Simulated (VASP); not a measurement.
Here is a VASP 6.6.1 calculation.

INCAR

```
SYSTEM = Si12O23
PREC     = Accurate       ! precision mode
ENCUT    = 520            ! plane-wave cutoff, eV
EDIFF    = 1E-6           ! SCF threshold, eV
ISMEAR   = -1             ! smearing method
SIGMA    = 0.02           ! smearing width, eV
LREAL    = Auto         
LASPH    = .TRUE.         ! aspherical terms in the spheres
NELM     = 120            ! most SCF steps
ALGO     = Normal         ! electronic algorithm
ISIF     = 2              ! what is computed and relaxed
LWAVE    = .FALSE.        ! write WAVECAR
LCHARG   = .TRUE.         ! write CHGCAR
GGA      = PE             ! functional
IVDW     = 12             ! dispersion correction
LELF     = .TRUE.         ! ELF
LVHAR    = .TRUE.       
NBANDS   = 116            ! bands
GGA_COMPAT= .FALSE.
```

The input KPOINTS:

```
Automatic mesh
0
G
  2 2 2
  0 0 0
```

File POSCAR:

```
Si12O23
1.0
   -2.4984000000      4.3273560000      5.4576000000
    4.9968000000      0.0000000000      5.4576000000
    4.9968000000      8.6547110000      0.0000000000
Si O
12 23
Direct
    0.7426581287      0.2525958291      0.1444074667
    0.1778611536      0.1252020976      0.1884020702
    0.5938382629      0.0711001716      0.9721245955
    0.7227240998      0.2658391881      0.6403971814
    0.1596307461      0.1674469071      0.6578719882
    0.5814833410      0.0735304013      0.4704467400
    0.2398438828      0.7987032808      0.3501998085
    0.6663285951      0.6704758611      0.4079129801
    0.0961794459      0.5564735517      0.2097709903
    0.2416653521      0.7600463893      0.8702557472
    0.6778462817      0.6659035351      0.9059981120
    0.0941561330      0.5963085401      0.6829979526
    0.9763706294      0.1802788136      0.1358489843
    0.3575507794      0.0930128383      0.0414718053
    0.1220015528      0.6755279473      0.0376524240
    0.1872559080      1.3182948835      0.2312488566
    0.6898130139      0.1018116929      0.0845229281
    0.9623846670      0.2161795370      0.6027713620
    0.3456936358      0.0840194249      0.5329910578
    0.1114835734      0.7557382824      0.5223271915
    0.1500222046      0.9971862753      0.8139365385
    0.1888599519      0.3689158104      0.6716745082
    0.6632195398      0.1111787305      0.5882882681
    0.4757321184      0.7431034503      0.3411917235
    0.8608508796      0.5929071826      0.2873999815
    0.6195932892      0.2415436575      0.3153247130
    0.6367834756      0.4916138053      0.5570833279
    0.6962645269      0.8553031952      0.4459630740
    0.2092958750      0.6426379420      0.2798834345
    0.4748304070      0.7201978106      0.8576662802
    0.8617423820      0.6166039607      0.7684184871
    0.6298644036      0.2388850467      0.8165354677
    0.6830384300      0.4775517561      0.0487573244
    0.6979988391      0.8524814086      0.9466384881
    0.2178767803      0.6419922098      0.7691726053
```

Potentials or basis: VASP PAW PBE potentials, release 64 (Si, O).

The run is started by

```bash
$ cat potpaw_PBE.64/Si/POTCAR potpaw_PBE.64/O/POTCAR > POTCAR
$ mpirun -np 1 vasp_std > vasp.out
```

(1) Estimate the dispersion energy per atom.

(2) What does it give for the band gap on the k mesh?

(3) What does it give for the pressure?

Results:

(1) -0.135 eV.

(2) 5.46 eV.

(3) -1.8 GPa.

Caveat: the k points lie up to 0.46 Å⁻¹ apart.
